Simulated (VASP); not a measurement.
# Be2Si in VASP: notebook, part 2 of 2

VASP 6.6.1.

## Step 3: Single point, LDA

This run uses another cell than the first one, of 12.27 Å³/atom, 1.010 times its volume.

Input file INCAR:

```
PREC     = Accurate       # precision mode
ENCUT    = 520            # plane-wave cutoff, eV
EDIFF    = 1E-6           # SCF threshold, eV
ISMEAR   = -1             # smearing method
SIGMA    = 0.05           # smearing width, eV
LREAL    = False          # projectors in reciprocal space
LASPH    = True           # aspherical terms in the spheres
NELM     = 80             # most SCF steps
ALGO     = Normal         # electronic algorithm
ISIF     = 2              # what is computed and relaxed
LWAVE    = False          # write WAVECAR
LCHARG   = False          # write CHGCAR
NBANDS   = 11             # bands
```

Input file KPOINTS:

```
Automatic mesh
0
Gamma
  5 5 5
```

Input file POSCAR:

```
Be2Si
1.0
    0.0000000000      2.6400000000      2.6400000000
    2.6400000000      0.0000000000      2.6400000000
    2.6400000000      2.6400000000      0.0000000000
Si Be
1 2
Direct
    0.0000000000      0.0000000000      0.0000000000
    0.2500000000      0.2500000000      0.2500000000
    0.7500000000      0.7500000000      0.7500000000
```

Potentials or basis: VASP PAW LDA potentials, release 64 (Si, Be).

The run is started by

```sh
$ cat potpaw_LDA.64/Si/POTCAR potpaw_LDA.64/Be/POTCAR > POTCAR
$ mpirun -np 1 vasp_std > vasp.out
```

OUTCAR:

```text
PREC = Accurate
   ENCUT = 520
   EDIFF = 1E-6
   ISMEAR = -1
   LREAL = False
   LASPH = True
   NELM = 80
   ISIF = 2

 ion  position               nearest neighbor table
   1  0.000  0.000  0.000-   3 2.29   3 2.29   3 2.29   2 2.29   2 2.29   2 2.29   3 2.29   2 2.29

   2  0.250  0.250  0.250-   1 2.29   1 2.29   1 2.29   1 2.29
   3  0.750  0.750  0.750-   1 2.29   1 2.29   1 2.29   1 2.29

  LATTYP: Found a face centered cubic cell.
 ALAT       =     5.2800000000

  Lattice vectors:

 A1 = (   0.0000000000,   2.6400000000,   2.6400000000)
 A2 = (   2.6400000000,   0.0000000000,   2.6400000000)
 A3 = (   2.6400000000,   2.6400000000,   0.0000000000)

Analysis of symmetry for initial positions (statically):
=====================================================================
 Subroutine PRICEL returns:
 Original cell was already a primitive cell.

 Routine SETGRP: Setting up the symmetry group for a
 face centered cubic supercell.

 Subroutine GETGRP returns: Found 48 space group operations
 (whereof 48 operations were pure point group operations)
 out of a pool of 48 trial point group operations.

The static configuration has the point symmetry O_h .

Analysis of symmetry for dynamics (positions and initial velocities):
=====================================================================
 Subroutine PRICEL returns:
 Original cell was already a primitive cell.

 Routine SETGRP: Setting up the symmetry group for a
 face centered cubic supercell.

 Subroutine GETGRP returns: Found 48 space group operations
 (whereof 48 operations were pure point group operations)
 out of a pool of 48 trial point group operations.

The dynamic configuration has the point symmetry O_h .

 Subroutine INISYM returns: Found 48 space group operations
 (whereof 48 operations are pure point group operations),
 and found     1 'primitive' translations

----------------------------------------------------------------------------------------

                                     Primitive cell

  volume of cell :      36.7995

[... 104 lines left out ...]
   LEPSILON=     F    determine dielectric tensor
   LRPA    =     F    only Hartree local field effects (RPA)
 non-spin polarized calculation
  energy-cutoff  :      520.00
  volume of cell :       36.80
 maximum number of plane-waves:       999
   NGX = 13   NGY = 13   NGZ = 13

 number of electron       8.0000000 magnetization

 Free energy of the ion-electron system (eV)
  ---------------------------------------------------
  ext. energy  EPLUGINS =         0.00000000
  ---------------------------------------------------
  free energy    TOTEN  =       -13.60864497 eV

  energy without entropy =      -13.60515706  energy(sigma->0) =      -13.60690101

 E-fermi :   6.4524     XC(G=0): -10.0375

 val. band max:        5.8215752735   @ k =   0.2000   0.0000   0.0000
 cond. band min:       6.4533020441   @ k =   0.4000   0.4000   0.0000
 fundamental gap:      0.6317267707
 Fermi energy:         6.4523529140

 k-point     1 :       0.0000    0.0000    0.0000
  band No.  band energies     occupation
      1      -5.4242      2.00000
      2       6.9344      0.00013
      3       6.9344      0.00013
      4       6.9344      0.00013
      5       7.3657      0.00000
      6       7.3657      0.00000
      7       7.3657      0.00000
      8      12.4979      0.00000
      9      13.9140      0.00000
     10      13.9140      0.00000
     11      13.9143      0.00000
[... 113 lines left out ...]
 k-point    10 :      -0.4000    0.4000    0.2000
  band No.  band energies     occupation
      1      -2.4122      2.00000
      2       0.8323      2.00000
      3       1.5987      2.00000
      4       2.4950      2.00000
      5       8.8728      0.00000
      6       9.9392      0.00000
      7      10.2266      0.00000
      8      13.6769      0.00000
      9      14.0229      0.00000
     10      16.0352      0.00000
     11      17.3403      0.00000

------------------------ aborting loop because EDIFF is reached ----------------------------------------

  FORCE on cell =-STRESS in cart. coord.  units (eV):
  Direction    XX          YY          ZZ          XY          YZ          ZX
  --------------------------------------------------------------------------------------
  -------------------------------------------------------------------------------------
  Total       -0.8476368     -0.8476368     -0.8476368     -0.0000000      0.0000000     -0.0000000
  in kB      -36.9044375    -36.9044375    -36.9044375     -0.0000000      0.0000000     -0.0000000
  external PRESSURE =     -36.9044375 kB  Pullay stress =       0.0000000 kB

 VOLUME and BASIS-vectors are now :
 -----------------------------------------------------------------------------
  energy-cutoff  :      520.00
  volume of cell :       36.80
      direct lattice vectors                 reciprocal lattice vectors
     0.000000000  2.640000000  2.640000000    -0.189393939  0.189393939  0.189393939
     2.640000000  0.000000000  2.640000000     0.189393939 -0.189393939  0.189393939
     2.640000000  2.640000000  0.000000000     0.189393939  0.189393939 -0.189393939

 POSITION                                       TOTAL-FORCE (eV/Angst)
 -----------------------------------------------------------------------------------
      0.00000      0.00000      0.00000         0.000000      0.000000      0.000000
      1.32000      1.32000      1.32000        -0.000000     -0.000000      0.000000
      3.96000      3.96000      3.96000         0.000000      0.000000     -0.000000
 -----------------------------------------------------------------------------------
    total drift:                                0.000000      0.000000     -0.000000

  FREE ENERGIE OF THE ION-ELECTRON SYSTEM (eV)
  ---------------------------------------------------
  free  energy   TOTEN  =       -13.6086449657 eV

  energy  without entropy=      -13.6051570590  energy(sigma->0) =      -13.60690101
```

stdout:

```text
POSCAR found type information on POSCAR SiBe
 POSCAR found :  2 types and       3 ions
 scaLAPACK will be used
 LDA part: xc-table for (Slater(with rela. corr.)+CA(PZ))
 , standard interpolation
 POSCAR, INCAR and KPOINTS ok, starting setup
 FFT: planning ... GRIDC
 FFT: planning ... GRID_SOFT
 FFT: planning ... GRID
 WAVECAR not read
 entering main loop
```

Run time: 7 s. Hardware: 1 thread of Intel Xeon 6975P-C, shared host; peak memory 0.13 GiB.

Results:

- Free energy: -13.6086 eV
- Pressure: -3.7 GPa
- Band gap on the k mesh: zero (band 4 reaches 6.93 eV, above the bottom of band 5 at 6.45 eV)

Caveat: the k points lie up to 0.41 Å⁻¹ apart.

## Step 4: Single point, PBE

This run uses another cell than the first one, of 12.27 Å³/atom, 1.010 times its volume.

Input file INCAR:

```
  PREC = Accurate
  ENCUT = 520
  EDIFF = 1E-7
  ISMEAR = -1
  SIGMA = 0.05
  LREAL = False
  LASPH = True
  NELM = 60
  ALGO = Fast
  ISIF = 2
  LWAVE = False
  LCHARG = False
  GGA = PE
  NBANDS = 11
```

Input file KPOINTS:

```
regular mesh
0
Gamma
  5 5 5
```

POSCAR is that of step 3.

Potentials or basis: VASP PAW PBE potentials, release 64 (Si, Be).

The run is started by

```sh
$ cat potpaw_PBE.64/Si/POTCAR potpaw_PBE.64/Be/POTCAR > POTCAR
$ mpirun -np 1 vasp_std > vasp.out
```

Wall time 14 s (1 thread of Intel Xeon 6975P-C, shared host); peak memory 0.14 GiB.

It converged, with:

| Quantity | Value |
| --- | --- |
| Free energy | -12.1956 eV |
| Pressure | 0.2 GPa |
| Band gap on the k mesh | zero (band 4 reaches 7.10 eV, above the bottom of band 5 at 6.52 eV) |

Levels at points of the mesh, in eV from the Fermi level:
```
           k point  band 1  band 2  band 3  band 4  band 5  band 6  band 7  band 8
(0.00, 0.00, 0.00)  -11.87    0.58    0.58    0.58    0.99    0.99    0.99    6.26
```

Caveat: the k points lie up to 0.41 Å⁻¹ apart.

## Step 5: The runs side by side

```csv
level,potentials or basis,cell,k mesh,gap on the mesh (eV),pressure (GPa)
PBE,"VASP PAW PBE potentials, release 64 (Si, Be)","a = 3.734, b = 3.715, c = 3.715 Å, angles 60.3, 59.8, 59.8°, 3 atoms",9 × 9 × 9,none,1.2
LDA,"VASP PAW LDA potentials, release 64 (Si, Be)","a = 3.734 Å, angles 60.0°, 3 atoms",5 × 5 × 5,none,-3.7
PBE,"VASP PAW PBE potentials, release 64 (Si, Be)","a = 3.734 Å, angles 60.0°, 3 atoms",5 × 5 × 5,none,0.2
```

Alike in all rows: task single point; no spin polarisation; cutoff (eV) 520; smearing fermi-dirac 0.05 eV.

Caveats: some runs use coarse meshes.

Total energies depend on the potentials used, so only differences within one code and one set of settings carry meaning.
